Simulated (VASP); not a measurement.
Wanted: the native input for a VASP 6.6.1 run.

| Quantity | Value |
| --- | --- |
| Task | single point |
| Functional | PBE |
| Potentials or basis | VASP PAW PBE potentials, release 64 (Zr_sv, Ti_sv, N) |
| Cutoff | 520 eV |
| k mesh | 6 × 6 × 2 |
| Occupations | gaussian, width 0.1 eV |
| Spin | collinear spin |
| Starting moments | [0.0, 0.0, 0.0, 1.0, 0.0, 0.0, 0.0, 0.0] μB |
| Dipole correction | no |
| Further INCAR settings | ALGO = Normal; EDIFF = 1e-06; NBANDS = 48 |

The structure of Zr3TiN4 lies in POSCAR:

```
Zr3TiN4
1.0
    3.3479810100      0.0000000000      0.0000000000
    0.0000000000      3.3479810100      0.0000000000
    0.0000000000      0.0000000000      9.4695203100
Zr Ti N
3 1 4
Direct
    0.5000000000      0.5000000000      0.2500000000
    0.0000000000      0.0000000000      0.5000000000
    0.5000000000      0.5000000000      0.7500000000
    0.0000000000      0.0000000000      0.0000000000
    0.0000000000      0.0000000000      0.7500000000
    0.5000000000      0.5000000000      0.0000000000
    0.0000000000      0.0000000000      0.2500000000
    0.5000000000      0.5000000000      0.5000000000
```

The input as run:

INCAR

```
PREC = Accurate ; ENCUT = 520
EDIFF = 1E-6 ; ISMEAR = 0
SIGMA = 0.1 ; LREAL = False
LASPH = True ; NELM = 150
ALGO = Normal ; ISIF = 2
LWAVE = False ; LCHARG = True
ISPIN = 2 ; MAGMOM = 0 0 0 1 0 0 0 0
LORBIT = 11 ; LMAXMIX = 4
GGA = PE ; LELF = True
LVHAR = True ; NBANDS = 48
```

KPOINTS

```
regular mesh
0
Gamma
  6 6 2
```

Potentials or basis: VASP PAW PBE potentials, release 64 (Zr_sv, Ti_sv, N).

The run is started by

```console
$ cat potpaw_PBE.64/Zr_sv/POTCAR potpaw_PBE.64/Ti_sv/POTCAR potpaw_PBE.64/N/POTCAR > POTCAR
$ mpirun -np 1 vasp_std > vasp.out
```

It gave:

- Pressure: -25.1 GPa
- Largest force: 0.790 eV/Å
- Band gap on the k mesh: zero (filled and empty bands overlap)
- Net moment: 0.00 μB per cell
- Valence electrons inside the program's atomic spheres: Zr 9.67, 9.71 (each value once); Ti 10.01; N 3.64, 3.59, 3.65 (each value once)

Caveat: the cell stands under tension.

Run time: 2.7 min on 1 thread of AMD EPYC 9R45 96-Core Processor (Zen 5) (shared host), peak memory 0.32 GiB.
